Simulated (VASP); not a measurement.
Set up this calculation in VASP 6.6.1, as the native input.

```
Task                   : single point
Functional             : PBE
Potentials or basis    : VASP PAW PBE potentials, release 64 (Al, N)
Cutoff                 : 520 eV
k mesh                 : 6 × 6 × 6
Occupations            : gaussian, width 0.05 eV
Spin                   : no spin polarisation
Dipole correction      : no
Further INCAR settings : ALGO = Normal; EDIFF = 1e-06; NBANDS = 26
```

The structure of AlN lies in POSCAR:

```
AlN
1.0
    4.4025164325      0.0000000000      0.0000000000
    0.0000000000     -4.4025164325      0.0000000000
    0.0000000000      0.0000000000     -4.4025164325
Al N
4 4
Direct
   -0.0809495713     -0.0858599862     -0.0809495713
    0.5000000000      0.5000000000      0.0000000000
    0.5000000000      0.0000000000      0.5000000000
    0.0000000000      0.5000000000      0.5000000000
    0.7500000000      0.7500000000      0.7500000000
    0.2500000000      0.2500000000      0.7500000000
    0.2500000000      0.7500000000      0.2500000000
    0.7500000000      0.2500000000      0.2500000000
```

This cell differs from its parent crystal: atom 1 (Al) moved by -0.504 Å along [1 1 0] and +0.378 Å along [0 0 1].

These files were run (other wordings do the same):

INCAR

```
SYSTEM = AlN
PREC = Accurate
ENCUT = 520
EDIFF = 1E-6
ISMEAR = 0
SIGMA = 0.05
LREAL = .FALSE.
LASPH = .TRUE.
NELM = 60
ALGO = Normal
ISIF = 2
LWAVE = .FALSE.
LCHARG = .TRUE.
GGA = PE
LELF = .TRUE.
LVHAR = .TRUE.
NBANDS = 26
```

KPOINTS

```
regular mesh
0
G
  6 6 6
  0 0 0
```

Potentials or basis: VASP PAW PBE potentials, release 64 (Al, N).

Launch:

```bash
$ cat potpaw_PBE.64/Al/POTCAR potpaw_PBE.64/N/POTCAR > POTCAR
$ mpirun -np 1 vasp_std > vasp.out
```

Results of the run:

```json
{
  "Pressure": "29.6 GPa",
  "Largest force": "48.097 eV/Å",
  "Band gap on the k mesh": "1.96 eV, indirect (least direct gap 2.09 eV)"
}
```

Caveat: the cell differs from its parent crystal (atom 1 (Al) moved by -0.504 Å along [1 1 0] and +0.378 Å along [0 0 1]); forces of over 1 eV/Å act on the atoms, so gaps and moduli don't describe the material at rest.

Run time: 79 s on 1 thread of AMD EPYC 9R45 96-Core Processor (Zen 5), on a shared host, peak memory 0.24 GiB.
